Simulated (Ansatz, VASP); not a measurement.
## Ir in VASP and in Ansatz

```
Ir
1.0
    -3.87002    3.87002    3.87002
     3.87002   -3.87002    3.87002
     3.87002    3.87002   -3.87002
Ir
15
Direct
  0.24933 0.49829 0.24916
  0.00008 0.24905 0.75060
  0.00009 0.49973 0.49986
  0.00007 0.75046 0.24918
  0.24934 0.99972 0.75057
  0.24933 0.24900 0.49843
  0.24934 0.75044 0.99985
  0.50014 0.99977 0.49984
  0.49865 0.24907 0.24920
  0.50007 0.49972 0.99986
  0.50149 0.75045 0.75057
  0.75076 0.99976 0.24910
  0.75078 0.24902 0.99987
  0.75080 0.50120 0.75059
  0.75082 0.75048 0.50131
```

Alike in both runs: functional PBE; k mesh 3 × 3 × 3; occupations methfessel-paxton of order 1, width 0.1 eV; no spin polarisation.

Ansatz relaxed the structure, and its values are those at the end. VASP's run is a single point on that final structure, the one shown.

|  | VASP | Ansatz |
| --- | --- | --- |
| version | VASP 6.6.1 | Ansatz 0.2.0 |
| potentials or method | VASP PAW PBE potentials, release 64 (Ir), cutoff 520 eV | plane-wave PAW DFT |
| valence electrons in the cell | 135 | 255 |

```csv
,VASP,Ansatz,Ansatz less VASP
rms of the force components (eV/Å),0.008,0.002,-0.0063
```

VASP's potentials hold 135 valence electrons a cell and Ansatz's 255, so a difference there can come from the potentials and not from the codes.

The k mesh is coarse, so the values compare programs but aren't converged. Spin-orbit coupling is off throughout.
